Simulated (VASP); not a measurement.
# SiC (P6_3mc) in VASP: a series of runs, part 2 of 2

VASP 6.6.1.

## 6. Single point, r2SCAN (9.71 Å³/atom)

This run uses another cell than the first one, of 9.71 Å³/atom.

Input file POSCAR:

```
SiC
1.0
    3.0162612936      0.0000000000      0.0000000000
   -1.5081306468      2.6121589047      0.0000000000
    0.0000000000      0.0000000000     19.7235106996
Si C
8 8
Direct
    0.3333333333      0.6666666667      0.2501240277
    0.6666666667      0.3333333333      0.7501240277
    0.3333333333      0.6666666667      0.6249902786
    0.6666666667      0.3333333333      0.1249902786
    0.0000000000      0.0000000000      0.0000882648
    0.0000000000      0.0000000000      0.5000882648
    0.3333333333      0.6666666667      0.8751692555
    0.6666666667      0.3333333333      0.3751692555
    0.3333333333      0.6666666667      0.9689157347
    0.6666666667      0.3333333333      0.4689157347
    0.0000000000      0.0000000000      0.0938596325
    0.0000000000      0.0000000000      0.5938596325
    0.3333333333      0.6666666667      0.3441195003
    0.6666666667      0.3333333333      0.8441195003
    0.3333333333      0.6666666667      0.7187333060
    0.6666666667      0.3333333333      0.2187333060
```

Input file INCAR.step1:

```
PREC = Accurate ; ENCUT = 520
ISMEAR = 0 ; SIGMA = 0.02
LREAL = Auto ; LASPH = T
NELM = 100 ; NBANDS = 46
GGA = PE ; ALGO = Normal
EDIFF = 1E-4 ; LWAVE = T
LCHARG = F
```

Input file INCAR.step2:

```
PREC = Accurate ; ENCUT = 520
EDIFF = 1E-6 ; ISMEAR = 0
SIGMA = 0.02 ; LREAL = Auto
LASPH = T ; NELM = 100
ALGO = Normal ; ISIF = 2
LWAVE = F ; LCHARG = F
METAGGA = R2SCAN ; LMIXTAU = T
NBANDS = 46 ; ISTART = 1
```

Input file KPOINTS:

```
regular mesh
0
Gamma
  12 12 2
```

Potentials or basis: VASP PAW PBE potentials, release 64 (Si, C).

Launch:

```console
> cat potpaw_PBE.64/Si/POTCAR potpaw_PBE.64/C/POTCAR > POTCAR
> cp INCAR.step1 INCAR
> mpirun -np 1 vasp_std > vasp.out
> cp INCAR.step2 INCAR
> mpirun -np 1 vasp_std > vasp.out
```

OUTCAR:

```text
PREC = Accurate
   ENCUT = 520
   EDIFF = 1E-6
   ISMEAR = 0
   LREAL = Auto
   LASPH = T
   NELM = 100
   ISIF = 2
   METAGGA = R2SCAN
   ISTART = 1

 ion  position               nearest neighbor table
   1  0.333  0.667  0.250-  16 1.85  16 1.85  16 1.85  13 1.85   8 3.02   8 3.02   8 3.02   4 3.02
                             4 3.02   4 3.02
   2  0.667  0.333  0.750-  15 1.85  15 1.85  15 1.85  14 1.85   7 3.02   7 3.02   7 3.02   3 3.02
                             3 3.02   3 3.02
   3  0.333  0.667  0.625-  12 1.85  12 1.85  12 1.85  15 1.85   6 3.02   6 3.02   6 3.02   2 3.02
                             2 3.02   2 3.02
   4  0.667  0.333  0.125-  11 1.85  11 1.85  11 1.85  16 1.85   5 3.02   5 3.02   5 3.02   1 3.02
                             1 3.02   1 3.02
   5  0.000  0.000  0.000-   9 1.85   9 1.85   9 1.85  11 1.85   4 3.02   4 3.02   4 3.02   7 3.02
                             7 3.02   7 3.02
   6  0.000  0.000  0.500-  10 1.85  10 1.85  10 1.85  12 1.85   3 3.02   3 3.02   3 3.02   8 3.02
                             8 3.02   8 3.02
   7  0.333  0.667  0.875-  14 1.85  14 1.85  14 1.85   9 1.85   5 3.02   5 3.02   5 3.02   2 3.02
                             2 3.02   2 3.02
   8  0.667  0.333  0.375-  13 1.85  13 1.85  13 1.85  10 1.85   6 3.02   6 3.02   6 3.02   1 3.02
                             1 3.02   1 3.02
   9  0.333  0.667  0.969-   5 1.85   5 1.85   5 1.85   7 1.85
  10  0.667  0.333  0.469-   6 1.85   6 1.85   6 1.85   8 1.85
  11  0.000  0.000  0.094-   4 1.85   4 1.85   4 1.85   5 1.85
  12  0.000  0.000  0.594-   3 1.85   3 1.85   3 1.85   6 1.85
  13  0.333  0.667  0.344-   8 1.85   8 1.85   8 1.85   1 1.85
  14  0.667  0.333  0.844-   7 1.85   7 1.85   7 1.85   2 1.85
  15  0.333  0.667  0.719-   2 1.85   2 1.85   2 1.85   3 1.85
  16  0.667  0.333  0.219-   1 1.85   1 1.85   1 1.85   4 1.85

  LATTYP: Found a hexagonal cell.
 ALAT       =     3.0162612936
 C/A-ratio  =     6.5390590469

  Lattice vectors:

 A1 = (   3.0162612936,   0.0000000000,   0.0000000000)
 A2 = (  -1.5081306468,   2.6121589047,   0.0000000000)
 A3 = (   0.0000000000,   0.0000000000,  19.7235106996)

Analysis of symmetry for initial positions (statically):
=====================================================================
 Subroutine PRICEL returns:
 Original cell was already a primitive cell.

 Routine SETGRP: Setting up the symmetry group for a
 hexagonal supercell.

 Subroutine GETGRP returns: Found 12 space group operations
 (whereof  6 operations were pure point group operations)
 out of a pool of 24 trial point group operations.

The static configuration has the point symmetry C_3v.
 The point group associated with its full space group is C_6v.

Analysis of symmetry for dynamics (positions and initial velocities):
=====================================================================
 Subroutine PRICEL returns:
 Original cell was already a primitive cell.

 Routine SETGRP: Setting up the symmetry group for a
 hexagonal supercell.

 Subroutine GETGRP returns: Found 12 space group operations
 (whereof  6 operations were pure point group operations)
 out of a pool of 24 trial point group operations.

The dynamic configuration has the point symmetry C_3v.
 The point group associated with its full space group is C_6v.

 Subroutine INISYM returns: Found 12 space group operations
 (whereof  6 operations are pure point group operations),
 and found     1 'primitive' translations

[... 104 lines left out ...]
   k-points           NKPTS =     38   k-points in BZ     NKDIM =     38   number of bands    NBANDS=     46
   number of dos      NEDOS =    301   number of ions     NIONS =     16
   total plane-waves  NPLWV =  86400
   dimension x,y,z NGX =    24 NGY =   24 NGZ =  150
   dimension x,y,z NGXF=    48 NGYF=   48 NGZF=  300
   ions per type =               8   8
   NGX,Y,Z   is equivalent  to a cutoff of  13.23, 13.23, 12.64 a.u.
   NGXF,Y,Z  is equivalent  to a cutoff of  26.46, 26.46, 25.29 a.u.
 SYSTEM =  unknown system
   PREC   = accura    normal or accurate (medium, high low for compatibility)
   ISTART =      1    job   : 0-new  1-cont  2-samecut
   ICHARG =      0    charge: 1-file 2-atom 10-const
   ISPIN  =      1    spin polarized calculation?
   LNONCOLLINEAR =      F non collinear calculations
   LSORBIT =      F    spin-orbit coupling
   LASPH  =      T    aspherical Exc in radial PAW
   ENCUT  =  520.0 eV  38.22 Ry    6.18 a.u.   5.61  5.61 36.67*2*pi/ulx,y,z
   NELM   =    100;   NELMIN=  2; NELMDL=  0     # of ELM steps
   EDIFF  = 0.1E-05   stopping-criterion for ELM
   LREAL  =      T    real-space projection
   EDIFFG = 0.1E-04   stopping-criterion for IOM
   NSW    =      0    number of steps for IOM
   IBRION =     -1    ionic relax: 0-MD 1-quasi-New 2-CG
   NFREE  =      0    steps in history (QN), initial steepest desc. (CG)
   ISIF   =      2    stress and relaxation
   ISYM   =      2    0-nonsym 1-usesym 2-fastsym
   POTIM  = 0.5000    time-step for ionic-motion
   TEBEG  =    0.0;   TEEND  =   0.0 temperature during run
   PSTRESS=    0.0 pullay stress
   NELECT =      64.0000    total number of electrons
   NUPDOWN=      -1.0000    fix difference up-down
   EMIN   =  10.00;   EMAX   =-10.00  energy-range for DOS
   EFERMI =   0.00;   METHOD = LEGACY
   ISMEAR =     0;   SIGMA  =   0.02  broadening in eV -4-tet -1-fermi 0-gaus
   EFERMI_NEDOS =   21; number of points for ismear=-14 and -15
   IALGO  =     38    algorithm
   IMIX   =      4    mixing-type and parameters
     AMIX     =   0.40;   BMIX     =  1.00
     AMIX_MAG =   1.60;   BMIX_MAG =  1.00
  volume/ion in A,a.u.               =       9.71        65.54
  Fermi-wavevector in a.u.,A,eV,Ry     =   1.218009  2.301704 20.184874  1.483546
  Thomas-Fermi vector in A             =   2.353310
   LORBIT       =      0    0 simple, 1 ext, 2 COOP (PROOUT), +10 PAW based schemes
   METAGGA = R2SCAN    functional components
   LHFCALC =     F    Hartree Fock is set to
   AEXX    =    0.0000 exact exchange contribution
   IVDW    =     0    specifies the selected vdW correction
   LEPSILON=     F    determine dielectric tensor
   LRPA    =     F    only Hartree local field effects (RPA)
 non-spin polarized calculation
 Gauss-broadening in eV      SIGMA  =   0.02
  energy-cutoff  :      520.00
  volume of cell :      155.40
 maximum number of plane-waves:      4238
 NGX is ok and might be reduce to    24
   NGX = 11   NGY = 11   NGZ = 73

 number of electron      63.9999995 magnetization

 Free energy of the ion-electron system (eV)
  ---------------------------------------------------
  ext. energy  EPLUGINS =         0.00000000
  ---------------------------------------------------
  free energy    TOTEN  =      -154.16709554 eV

  energy without entropy =     -154.16709554  energy(sigma->0) =     -154.16709554

 E-fermi :   8.8997     XC(G=0): -12.2184

 val. band max:        8.7412598761   @ k =   0.0000   0.0000   0.0000
 cond. band min:      10.8717270720   @ k =   0.5000   0.0000   0.0000
 fundamental gap:      2.1304671959
 Fermi energy:         8.8997115980

 k-point     1 :       0.0000    0.0000    0.0000
  band No.  band energies     occupation
      1      -7.9946      2.00000
      2      -7.6837      2.00000
      3      -7.6412      2.00000
      4      -6.7029      2.00000
      5      -6.6825      2.00000
      6      -5.2392      2.00000
[... 1117 lines left out ...]
     43      16.5615      0.00000
     44      16.5615      0.00000

 [... further k-points ...]

 [bands above 44 left out]

------------------------ aborting loop because EDIFF is reached ----------------------------------------

  FORCE on cell =-STRESS in cart. coord.  units (eV):
  Direction    XX          YY          ZZ          XY          YZ          ZX
  --------------------------------------------------------------------------------------
  -------------------------------------------------------------------------------------
  Total       15.2278650     15.2278650     15.1122121      0.0000000      0.0000000      0.0000000
  in kB      156.9989786    156.9989786    155.8065997      0.0000000      0.0000000      0.0000000
  external PRESSURE =     156.6015190 kB  Pullay stress =       0.0000000 kB

 VOLUME and BASIS-vectors are now :
 -----------------------------------------------------------------------------
  energy-cutoff  :      520.00
  volume of cell :      155.40
      direct lattice vectors                 reciprocal lattice vectors
     3.016261294  0.000000000  0.000000000     0.331536264  0.191412551  0.000000000
    -1.508130647  2.612158905  0.000000000     0.000000000  0.382825102  0.000000000
     0.000000000  0.000000000 19.723510700     0.000000000  0.000000000  0.050700913

 POSITION                                       TOTAL-FORCE (eV/Angst)
 -----------------------------------------------------------------------------------
     -0.00000      1.74144      4.93332         0.000000      0.000000      0.005134
      1.50813      0.87072     14.79508         0.000000     -0.000000      0.005134
     -0.00000      1.74144     12.32700         0.000000     -0.000000     -0.002470
      1.50813      0.87072      2.46525        -0.000000      0.000000     -0.002470
      0.00000      0.00000      0.00174        -0.000000      0.000000      0.002066
      0.00000      0.00000      9.86350        -0.000000     -0.000000      0.002066
[... 8 lines left out ...]
     -0.00000      1.74144     14.17594         0.000000      0.000000      0.000137
      1.50813      0.87072      4.31419         0.000000      0.000000      0.000137
 -----------------------------------------------------------------------------------
    total drift:                                0.000000      0.000000     -0.005387

  FREE ENERGIE OF THE ION-ELECTRON SYSTEM (eV)
  ---------------------------------------------------
  free  energy   TOTEN  =      -154.1670955412 eV

  energy  without entropy=     -154.1670955412  energy(sigma->0) =     -154.16709554
```

It took 29 min on 1 thread of AMD EPYC 7R43 (Zen 3), shared host; peak memory 0.35 GiB.

What came out:

| Item | Value |
| --- | --- |
| Free energy | -154.1671 eV |
| Pressure | 15.7 GPa |
| Largest force | 0.016 eV/Å |
| Band gap on the k mesh | 2.13 eV (least direct gap 3.29 eV) |

Forces in eV/Å, atoms in the order of the input:
```
Si   0.000  0.000  0.005
Si   0.000  0.000  0.005
Si   0.000  0.000 -0.002
Si   0.000  0.000 -0.002
Si   0.000  0.000  0.002
Si   0.000  0.000  0.002
Si   0.000  0.000  0.005
Si   0.000  0.000  0.005
C    0.000  0.000 -0.016
C    0.000  0.000 -0.016
C    0.000  0.000 -0.001
C    0.000  0.000 -0.001
C    0.000  0.000  0.006
C    0.000  0.000  0.006
C    0.000  0.000  0.000
C    0.000  0.000  0.000
```

Stress tensor (GPa, compression positive):
```
15.70  0.00  0.00
 0.00 15.70  0.00
 0.00  0.00 15.58
```

Levels at points of the mesh, in eV from the valence-band top:
```
           k point  band 29  band 30  band 31  band 32  band 33  band 34  band 35  band 36
(0.00, 0.00, 0.00)    -0.19    -0.03     0.00     0.00     6.38     6.44     6.79     7.04
(0.50, 0.00, 0.00)    -1.65    -1.61    -1.50    -1.16     2.13     2.36     3.38     3.60
(0.00, 0.00, 0.50)    -0.06    -0.06    -0.06    -0.06     6.41     6.41     6.89     6.89
(0.50, 0.00, 0.50)    -1.72    -1.72    -1.29    -1.29     2.27     2.27     3.42     3.42
```

Caveat: the cell stands under pressure; the PAW data sets were made with another functional, which shifts forces and pressure a little.

## 7. Relaxation of shape and atoms at fixed volume, r2SCAN (9.09 Å³/atom)

This run uses another cell than the first one, of 9.09 Å³/atom.

Input file POSCAR:

```
SiC
1.0
    2.9507941559      0.0000000000      0.0000000000
   -1.4753970780      2.5554627004      0.0000000000
    0.0000000000      0.0000000000     19.2929718796
Si C
8 8
Direct
    0.3333333333      0.6666666667      0.2501362905
    0.6666666667      0.3333333333      0.7501362905
    0.3333333333      0.6666666667      0.6249892689
    0.6666666667      0.3333333333      0.1249892689
    0.0000000000      0.0000000000      0.0000839401
    0.0000000000      0.0000000000      0.5000839401
    0.3333333333      0.6666666667      0.8751569223
    0.6666666667      0.3333333333      0.3751569223
    0.3333333333      0.6666666667      0.9689116038
    0.6666666667      0.3333333333      0.4689116038
    0.0000000000      0.0000000000      0.0938616453
    0.0000000000      0.0000000000      0.5938616453
    0.3333333333      0.6666666667      0.3441168858
    0.6666666667      0.3333333333      0.8441168858
    0.3333333333      0.6666666667      0.7187434434
    0.6666666667      0.3333333333      0.2187434434
```

Input file INCAR.step1:

```
SYSTEM = SiC
  PREC = Accurate
  ENCUT = 600
  ISMEAR = 0
  SIGMA = 0.02
  LREAL = Auto
  LASPH = .True.
  NELM = 60
  GGA = PE
  ALGO = Normal
  EDIFF = 1E-4
  LWAVE = .True.
  LCHARG = .False.
  KPAR = 4
```

Input file INCAR.step2:

```
SYSTEM = SiC
  PREC = Accurate
  ENCUT = 600
  EDIFF = 1E-7
  ISMEAR = 0
  SIGMA = 0.02
  LREAL = Auto
  LASPH = .True.
  NELM = 60
  ALGO = Normal
  ISIF = 4
  LWAVE = .False.
  LCHARG = .False.
  METAGGA = R2SCAN
  LMIXTAU = .True.
  IBRION = 2
  NSW = 50
  EDIFFG = -0.01
  ISTART = 1
  KPAR = 4
```

Input file KPOINTS:

```
Automatic mesh
0
Gamma
  12 12 2
  0 0 0
```

Launch:

```console
> cat potpaw_PBE.64/Si/POTCAR potpaw_PBE.64/C/POTCAR > POTCAR
> cp INCAR.step1 INCAR
> mpirun -np 4 vasp_std > vasp.out
> cp INCAR.step2 INCAR
> mpirun -np 4 vasp_std > vasp.out
```

Wall time 19 min (4 MPI ranks of Oxide Virtual Turin-like, shared host); peak memory 0.42 GiB.

The run converged. Its results:

```
Free energy                  : -152.5912 eV
Energy gained by relaxing    : 0.0 meV/atom
Ionic steps                  : 3
Pressure after relaxing      : 36.6 GPa
Largest force after relaxing : 0.008 eV/Å
Band gap on the k mesh       : 2.11 eV (least direct gap 3.28 eV)
```

Forces in eV/Å, atoms in the order of the input:
```
Si   0.000  0.000 -0.004
Si   0.000  0.000 -0.004
Si   0.000  0.000 -0.002
Si   0.000  0.000 -0.002
Si   0.000  0.000 -0.003
Si   0.000  0.000 -0.003
Si   0.000  0.000 -0.007
Si   0.000  0.000 -0.007
C    0.000  0.000  0.000
C    0.000  0.000  0.000
C    0.000  0.000  0.004
C    0.000  0.000  0.004
C    0.000  0.000  0.004
C    0.000  0.000  0.004
C    0.000  0.000  0.008
C    0.000  0.000  0.008
```

Final structure:
```yaml
crystal:
  lattice:
    - [2.95102, 0.00000, 0.00000]
    - [-1.47551, 2.55565, 0.00000]
    - [0.00000, 0.00000, 19.29008]
  atoms:
    - { symbol: Si, position: [0.33333, 0.66667, 0.25015] }
    - { symbol: Si, position: [0.66667, 0.33333, 0.75015] }
    - { symbol: Si, position: [0.33333, 0.66667, 0.62499] }
    - { symbol: Si, position: [0.66667, 0.33333, 0.12499] }
    - { symbol: Si, position: [0.00000, 0.00000, 0.00009] }
    - { symbol: Si, position: [0.00000, 0.00000, 0.50009] }
    - { symbol: Si, position: [0.33333, 0.66667, 0.87515] }
    - { symbol: Si, position: [0.66667, 0.33333, 0.37515] }
    - { symbol: C, position: [0.33333, 0.66667, 0.96891] }
    - { symbol: C, position: [0.66667, 0.33333, 0.46891] }
    - { symbol: C, position: [0.00000, 0.00000, 0.09386] }
    - { symbol: C, position: [0.00000, 0.00000, 0.59386] }
    - { symbol: C, position: [0.33333, 0.66667, 0.34411] }
    - { symbol: C, position: [0.66667, 0.33333, 0.84411] }
    - { symbol: C, position: [0.33333, 0.66667, 0.71874] }
    - { symbol: C, position: [0.66667, 0.33333, 0.21874] }
```

Levels at points of the mesh, in eV from the valence-band top:
| k point | band 29 | band 30 | band 31 | band 32 | band 33 | band 34 | band 35 | band 36 |
| --- | --- | --- | --- | --- | --- | --- | --- | --- |
| (0.00, 0.00, 0.00) | -0.19 | -0.02 | 0.00 | 0.00 | 7.03 | 7.08 | 7.45 | 7.69 |
| (0.50, 0.00, 0.00) | -1.68 | -1.65 | -1.52 | -1.17 | 2.11 | 2.37 | 3.48 | 3.66 |
| (0.00, 0.00, 0.50) | -0.06 | -0.06 | -0.06 | -0.06 | 7.05 | 7.05 | 7.55 | 7.55 |
| (0.50, 0.00, 0.50) | -1.76 | -1.76 | -1.30 | -1.30 | 2.26 | 2.26 | 3.51 | 3.51 |

Caveat: the PAW data sets were made with another functional, which shifts forces and pressure a little. A k mesh can miss the band edges.

## 8. Overview

```csv
task,cell,cutoff (eV),gap on the mesh (eV),pressure (GPa),largest force (eV/Å)
single point,"a = 3.048, b = 3.048, c = 19.932 Å, angles 90.0, 90.0, 120.0°, 16 atoms",520,2.14,7.1,0.01
single point,"a = 3.079, b = 3.079, c = 20.138 Å, angles 90.0, 90.0, 120.0°, 16 atoms",520,2.14,-0.2,0.02
single point,"a = 2.951, b = 2.951, c = 19.291 Å, angles 90.0, 90.0, 120.0°, 16 atoms",520,2.11,36.7,-
single point,"a = 2.984, b = 2.984, c = 19.510 Å, angles 90.0, 90.0, 120.0°, 16 atoms",520,2.12,25.5,0.01
single point,"a = 3.016, b = 3.016, c = 19.724 Å, angles 90.0, 90.0, 120.0°, 16 atoms",520,2.13,15.7,0.02
relaxation of shape and atoms at fixed volume,"relaxed from a = 2.951, b = 2.951, c = 19.293 Å, angles 90.0, 90.0, 120.0°, 16 atoms",600,2.11,36.6,0.01
```

Alike in all rows: level r2SCAN; potentials or basis VASP PAW PBE potentials, release 64 (Si, C); no spin polarisation; k mesh 12 × 12 × 2; smearing gaussian 0.02 eV.

Caveats: the PAW data sets were made with another functional, which shifts forces and pressure a little; the cell stands under pressure (at least some runs).

Absolute energies hang on the potentials; compare differences alone.
